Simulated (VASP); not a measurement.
# GaN (P6_3mc) in VASP: further runs

The runs below take GaN through single point, with r2SCAN.

Program: VASP 6.6.1. These are calculated values, not measurements. Logs are shortened: lines on timing, memory, paths and dates and some standing lists are left out, and cuts for length are marked.

## 1. The cell of the first run

The structure is hexagonal, space group P6_3mc (No. 186). Conventional cell: a = 3.229 Å, b = 3.229 Å, c = 5.253 Å, α = 90.00°, β = 90.00°, γ = 120.00°. Ga (site symmetry 3m) has 4 N at 1.97 to 1.98 Å within 2.6 Å. N (site symmetry 3m) has 4 Ga at 1.97 to 1.98 Å within 2.6 Å.

## 2. Single point, r2SCAN

POSCAR reads:

```
GaN
1.0
    1.6146090000      2.7965840000      0.0000000000
   -1.6146090000      2.7965840000      0.0000000000
    0.0000000000      0.0000000000      5.2527950000
Ga N
2 2
Direct
    0.6666700000      0.6666600000      0.0000000000
    0.3333400000      0.3333300000      0.5000000000
    0.6666700000      0.6666600000      0.3750000000
    0.3333400000      0.3333300000      0.8750000000
```

INCAR.step1 reads:

```
PREC = Accurate
ENCUT = 520
ISMEAR = 1
SIGMA = 0.001
LREAL = F
LASPH = T
NELM = 80
NBANDS = 26
GGA = PE
ALGO = Normal
EDIFF = 1E-4
LWAVE = T
LCHARG = F
```

INCAR.step2 reads:

```
PREC = Accurate
ENCUT = 520
EDIFF = 1E-6
ISMEAR = 1
SIGMA = 0.001
LREAL = F
LASPH = T
NELM = 80
ALGO = Normal
ISIF = 2
LWAVE = F
LCHARG = F
METAGGA = R2SCAN
LMIXTAU = T
NBANDS = 26
ISTART = 1
```

KPOINTS reads:

```
Automatic mesh
0
Gamma
  6 6 4
```

Potentials or basis: VASP PAW PBE potentials, release 64 (Ga_d, N).

Started as:

```bash
cat potpaw_PBE.64/Ga_d/POTCAR potpaw_PBE.64/N/POTCAR > POTCAR
cp INCAR.step1 INCAR
mpirun -np 1 vasp_std > vasp.out
cp INCAR.step2 INCAR
mpirun -np 1 vasp_std > vasp.out
```

OUTCAR:

```text
PREC = Accurate
   ENCUT = 520
   EDIFF = 1E-6
   ISMEAR = 1
   LREAL = F
   LASPH = T
   NELM = 80
   ISIF = 2
   METAGGA = R2SCAN
   ISTART = 1

 ion  position               nearest neighbor table
   1  0.667  0.667  0.000-   3 1.97   4 1.98   4 1.98   4 1.98
   2  0.333  0.333  0.500-   4 1.97   3 1.98   3 1.98   3 1.98
   3  0.667  0.667  0.375-   1 1.97   2 1.98   2 1.98   2 1.98
   4  0.333  0.333  0.875-   2 1.97   1 1.98   1 1.98   1 1.98

  LATTYP: Found a hexagonal cell.
 ALAT       =     3.2292172878
 C/A-ratio  =     1.6266465003

  Lattice vectors:

 A1 = (   1.6146090000,  -2.7965840000,   0.0000000000)
 A2 = (   1.6146090000,   2.7965840000,   0.0000000000)
 A3 = (   0.0000000000,   0.0000000000,   5.2527950000)

Analysis of symmetry for initial positions (statically):
=====================================================================
 Subroutine PRICEL returns:
 Original cell was already a primitive cell.

 Routine SETGRP: Setting up the symmetry group for a
 hexagonal supercell.

 Subroutine GETGRP returns: Found  4 space group operations
 (whereof  1 operations were pure point group operations)
 out of a pool of 24 trial point group operations.

The static configuration has the point symmetry C_1 .
 The point group associated with its full space group is C_2v.

Analysis of symmetry for dynamics (positions and initial velocities):
=====================================================================
 Subroutine PRICEL returns:
 Original cell was already a primitive cell.

 Routine SETGRP: Setting up the symmetry group for a
 hexagonal supercell.

 Subroutine GETGRP returns: Found  4 space group operations
 (whereof  1 operations were pure point group operations)
 out of a pool of 24 trial point group operations.

The dynamic configuration has the point symmetry C_1 .
 The point group associated with its full space group is C_2v.

 Subroutine INISYM returns: Found  4 space group operations
 (whereof  1 operations are pure point group operations),
 and found     1 'primitive' translations

----------------------------------------------------------------------------------------

                                     Primitive cell

  volume of cell :      47.4368

  direct lattice vectors                    reciprocal lattice vectors
     1.614609000  2.796584000  0.000000000     0.309672497  0.178789552  0.000000000
    -1.614609000  2.796584000  0.000000000    -0.309672497  0.178789552  0.000000000
     0.000000000  0.000000000  5.252795000     0.000000000  0.000000000  0.190374839

  length of vectors
     3.229217288  3.229217288  5.252795000     0.357579025  0.357579025  0.190374839

  position of ions in fractional coordinates (direct lattice)
     0.666670000  0.666660000  0.000000000
     0.333340000  0.333330000  0.500000000
     0.666670000  0.666660000  0.375000000
     0.333340000  0.333330000  0.875000000

  ion indices of the primitive-cell ions
   primitive index   ion index
                 1           1
                 2           2
                 3           3
                 4           4

----------------------------------------------------------------------------------------

 KPOINTS: Automatic mesh

Automatic generation of k-mesh.
 Grid dimensions read from file:
 generate k-points for:    6    6    4

 Generating k-lattice:

  Cartesian coordinates                     Fractional coordinates (reciprocal lattice)
     0.051612083  0.029798259  0.000000000     0.166666667 -0.000000000  0.000000000
    -0.051612083  0.029798259  0.000000000    -0.000000000  0.166666667  0.000000000
     0.000000000  0.000000000  0.047593710     0.000000000  0.000000000  0.250000000

  Length of vectors
     0.059596504  0.059596504  0.047593710

  Shift w.r.t. Gamma in fractional coordinates (k-lattice)
     0.000000000  0.000000000  0.000000000

 Subroutine IBZKPT returns following result:
 ===========================================

 Found     39 irreducible k-points:

 Following reciprocal coordinates:
            Coordinates               Weight
  0.000000  0.000000  0.000000      1.000000
  0.166667  0.000000  0.000000      4.000000
  0.166667  0.166667  0.000000      2.000000
  0.333333  0.000000  0.000000      4.000000
  0.333333  0.333333  0.000000      2.000000
  0.500000  0.000000  0.000000      2.000000
[... 16 lines left out ...]
  0.500000  0.166667  0.250000      8.000000
  0.333333  0.500000  0.250000      8.000000
 [... further k-points ...]
   k-points           NKPTS =     39   k-points in BZ     NKDIM =     39   number of bands    NBANDS=     26
   number of dos      NEDOS =    301   number of ions     NIONS =      4
   total plane-waves  NPLWV =  23040
   dimension x,y,z NGX =    24 NGY =   24 NGZ =   40
   dimension x,y,z NGXF=    48 NGYF=   48 NGZF=   80
   ions per type =               2   2
   NGX,Y,Z   is equivalent  to a cutoff of  12.36, 12.36, 12.66 a.u.
   NGXF,Y,Z  is equivalent  to a cutoff of  24.71, 24.71, 25.32 a.u.
 SYSTEM =  unknown system
   PREC   = accura    normal or accurate (medium, high low for compatibility)
   ISTART =      1    job   : 0-new  1-cont  2-samecut
   ICHARG =      0    charge: 1-file 2-atom 10-const
   ISPIN  =      1    spin polarized calculation?
   LNONCOLLINEAR =      F non collinear calculations
   LSORBIT =      F    spin-orbit coupling
   LASPH  =      T    aspherical Exc in radial PAW
   ENCUT  =  520.0 eV  38.22 Ry    6.18 a.u.   6.00  6.00  9.77*2*pi/ulx,y,z
   NELM   =     80;   NELMIN=  2; NELMDL=  0     # of ELM steps
   EDIFF  = 0.1E-05   stopping-criterion for ELM
   LREAL  =      F    real-space projection
   EDIFFG = 0.1E-04   stopping-criterion for IOM
   NSW    =      0    number of steps for IOM
   IBRION =     -1    ionic relax: 0-MD 1-quasi-New 2-CG
   NFREE  =      0    steps in history (QN), initial steepest desc. (CG)
   ISIF   =      2    stress and relaxation
   ISYM   =      2    0-nonsym 1-usesym 2-fastsym
   POTIM  = 0.5000    time-step for ionic-motion
   TEBEG  =    0.0;   TEEND  =   0.0 temperature during run
   PSTRESS=    0.0 pullay stress
   NELECT =      36.0000    total number of electrons
   NUPDOWN=      -1.0000    fix difference up-down
   EMIN   =  10.00;   EMAX   =-10.00  energy-range for DOS
   EFERMI =   0.00;   METHOD = LEGACY
   ISMEAR =     1;   SIGMA  =   0.00  broadening in eV -4-tet -1-fermi 0-gaus
   EFERMI_NEDOS =   21; number of points for ismear=-14 and -15
   IALGO  =     38    algorithm
   IMIX   =      4    mixing-type and parameters
     AMIX     =   0.40;   BMIX     =  1.00
     AMIX_MAG =   1.60;   BMIX_MAG =  1.00
  volume/ion in A,a.u.               =      11.86        80.03
  Fermi-wavevector in a.u.,A,eV,Ry     =   1.493266  2.821863 30.338850  2.229843
  Thomas-Fermi vector in A             =   2.605688
   LORBIT       =      0    0 simple, 1 ext, 2 COOP (PROOUT), +10 PAW based schemes
   METAGGA = R2SCAN    functional components
   LHFCALC =     F    Hartree Fock is set to
   AEXX    =    0.0000 exact exchange contribution
   IVDW    =     0    specifies the selected vdW correction
   LEPSILON=     F    determine dielectric tensor
   LRPA    =     F    only Hartree local field effects (RPA)
 non-spin polarized calculation
 Methfessel and Paxton  Order N= 1 SIGMA  =   0.00
  energy-cutoff  :      520.00
  volume of cell :       47.44
 maximum number of plane-waves:      1302
   NGX = 13   NGY = 13   NGZ = 19

 number of electron      35.9999958 magnetization

 Free energy of the ion-electron system (eV)
  ---------------------------------------------------
  ext. energy  EPLUGINS =         0.00000000
  ---------------------------------------------------
  free energy    TOTEN  =       -43.78197717 eV

  energy without entropy =      -43.78197717  energy(sigma->0) =      -43.78197717

 E-fermi :   4.6924     XC(G=0): -12.4174

 val. band max:        4.6646981169   @ k =   0.0000   0.0000   0.0000
 cond. band min:       6.7067566711   @ k =   0.0000   0.0000   0.0000
 fundamental gap:      2.0420585542
 Fermi energy:         4.6924233137

 k-point     1 :       0.0000    0.0000    0.0000
  band No.  band energies     occupation
      1     -11.8013      2.00000
      2     -10.9191      2.00000
      3      -9.1569      2.00000
      4      -9.1370      2.00000
      5      -9.1370      2.00000
      6      -9.0758      2.00000
[... 18 lines left out ...]
     25      16.8219      0.00000
     26      16.8220      0.00000

 k-point     2 :       0.1667    0.0000    0.0000
  band No.  band energies     occupation
      1     -11.5652      2.00000
      2     -10.8604      2.00000
      3      -9.1259      2.00000
      4      -9.1052      2.00000
      5      -9.0568      2.00000
      6      -9.0292      2.00000
[... 18 lines left out ...]
     25      16.5228      0.00000
     26      17.3428      0.00000

 k-point     3 :       0.1667    0.1667    0.0000
  band No.  band energies     occupation
      1     -11.5651      2.00000
      2     -10.8604      2.00000
      3      -9.1259      2.00000
      4      -9.1052      2.00000
      5      -9.0568      2.00000
      6      -9.0292      2.00000
[... 18 lines left out ...]
     25      16.5229      0.00000
     26      17.3427      0.00000

 k-point     4 :       0.3333    0.0000    0.0000
  band No.  band energies     occupation
      1     -11.1231      2.00000
      2     -10.7775      2.00000
      3      -9.0855      2.00000
      4      -9.0685      2.00000
      5      -8.9854      2.00000
      6      -8.9386      2.00000
[... 18 lines left out ...]
     25      16.8077      0.00000
     26      18.2913      0.00000
[... 496 lines left out ...]
      1     -11.1285      2.00000
      2     -10.8218      2.00000
      3      -9.0757      2.00000
      4      -9.0706      2.00000
      5      -9.0161      2.00000
      6      -9.0004      2.00000
[... 18 lines left out ...]
     25      16.3140      0.00000
     26      17.7643      0.00000

 k-point    23 :       0.5000    0.1667    0.2500
  band No.  band energies     occupation
      1     -10.8815      2.00000
      2     -10.7622      2.00000
      3      -9.0736      2.00000
      4      -9.0462      2.00000
      5      -8.9898      2.00000
      6      -8.9392      2.00000
[... 18 lines left out ...]
     25      17.0579      0.00000
     26      18.3917      0.00000

 k-point    24 :       0.3333    0.5000    0.2500
  band No.  band energies     occupation
      1     -10.8815      2.00000
      2     -10.7622      2.00000
      3      -9.0736      2.00000
      4      -9.0462      2.00000
      5      -8.9898      2.00000
      6      -8.9392      2.00000
[... 18 lines left out ...]
     25      17.0579      0.00000
     26      18.3917      0.00000

 [... further k-points ...]
[... 5 lines left out ...]
  --------------------------------------------------------------------------------------
  -------------------------------------------------------------------------------------
  Total       -2.0654332     -2.0652707     -1.7174109      0.0000000      0.0000000      0.0000000
  in kB      -69.7599325    -69.7544438    -58.0054923      0.0000000      0.0000000      0.0000000
  external PRESSURE =     -65.8399562 kB  Pullay stress =       0.0000000 kB

 VOLUME and BASIS-vectors are now :
 -----------------------------------------------------------------------------
  energy-cutoff  :      520.00
  volume of cell :       47.44
      direct lattice vectors                 reciprocal lattice vectors
     1.614609000  2.796584000  0.000000000     0.309672497  0.178789552  0.000000000
    -1.614609000  2.796584000  0.000000000    -0.309672497  0.178789552  0.000000000
     0.000000000  0.000000000  5.252795000     0.000000000  0.000000000  0.190374839

 POSITION                                       TOTAL-FORCE (eV/Angst)
 -----------------------------------------------------------------------------------
      0.00002      3.72877      0.00000         0.000000      0.000010     -0.112112
      0.00002      1.86440      2.62640         0.000000     -0.000010     -0.112112
      0.00002      3.72877      1.96980         0.000000      0.000012      0.112112
      0.00002      1.86440      4.59620         0.000000     -0.000012      0.112112
 -----------------------------------------------------------------------------------
    total drift:                               -0.000000     -0.000002      0.037056

  FREE ENERGIE OF THE ION-ELECTRON SYSTEM (eV)
  ---------------------------------------------------
  free  energy   TOTEN  =       -43.7819771655 eV

  energy  without entropy=      -43.7819771655  energy(sigma->0) =      -43.78197717
```

Wall time 1.8 min (1 thread of AMD EPYC 9R45 (Zen 5), shared host); peak memory 0.16 GiB.

What came out:

```yaml
Free_energy: -43.7820 eV
Pressure: -6.6 GPa
Largest_force: 0.112 eV/Å
Band_gap_on_the_k_mesh: 2.04 eV
```

Forces on the atoms (eV/Å):
```
Ga   0.000  0.000 -0.112
Ga   0.000  0.000 -0.112
N    0.000  0.000  0.112
N    0.000  0.000  0.112
```

Stress tensor (GPa, compression positive):
```
-6.98  0.00  0.00
 0.00 -6.98  0.00
 0.00  0.00 -5.80
```

Caveat: the cell stands under tension; the PAW data sets were made with another functional, which shifts forces and pressure a little. r2SCAN opens gaps a little over a GGA but as a rule still falls short of measured ones.

(Continued in part 2 of 2.)
